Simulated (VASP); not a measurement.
Here is a VASP 6.6.1 calculation.

INCAR

```
SYSTEM = CoPdO2
PREC = Accurate
ENCUT = 700
EDIFF = 1E-6
ISMEAR = -1
SIGMA = 0.05
LREAL = .FALSE.
LASPH = .TRUE.
NELM = 200
ALGO = Normal
ISIF = 2
LWAVE = .FALSE.
LCHARG = .TRUE.
ISPIN = 2
MAGMOM = 0 1.5 0 0
LORBIT = 11
NUPDOWN = 1.5
LMAXMIX = 4
GGA = PE
LELF = .TRUE.
LVHAR = .TRUE.
NBANDS = 36
GGA_COMPAT = .FALSE.
```

KPOINTS

```
Automatic mesh
0
G
  9 9 9
  0 0 0
```

POSCAR

```
CoPdO2
1.0
    1.4316899074      0.8265865534      5.9577715763
   -1.4316899074      0.8265865534      5.9577715763
    0.0000000000     -1.6531731068      5.9577715763
Pd Co O
1 1 2
Direct
    0.0000000000      0.0000000000      0.0000000000
    0.5000000000      0.5000000000      0.5000000000
    0.1124760000      0.1124760000      0.1124760000
    0.8875240000      0.8875240000      0.8875240000
```

Potentials or basis: VASP PAW PBE potentials, release 64 (Pd_sv_GW, Co_sv, O).

Run with:

```sh
$ cat potpaw_PBE.64/Pd_sv_GW/POTCAR potpaw_PBE.64/Co_sv/POTCAR potpaw_PBE.64/O/POTCAR > POTCAR
$ mpirun -np 1 vasp_std > vasp.out
```

**Question.** Estimate the largest force.

**Answer.** 0.062 eV/Å.

**Question.** Predict the pressure.

**Answer.** 5.1 GPa.

Forces in eV/Å, atoms in the order of the input:
```
Pd   0.000  0.000  0.000
Co   0.000  0.000  0.000
O    0.000  0.000 -0.062
O    0.000  0.000  0.062
```

Caveat: the cell stands under pressure; the total moment is fixed, so each spin has its own Fermi level and the state may be an excited one; a cell with one magnetic atom can't hold antiferromagnetic order, which such compounds often take.
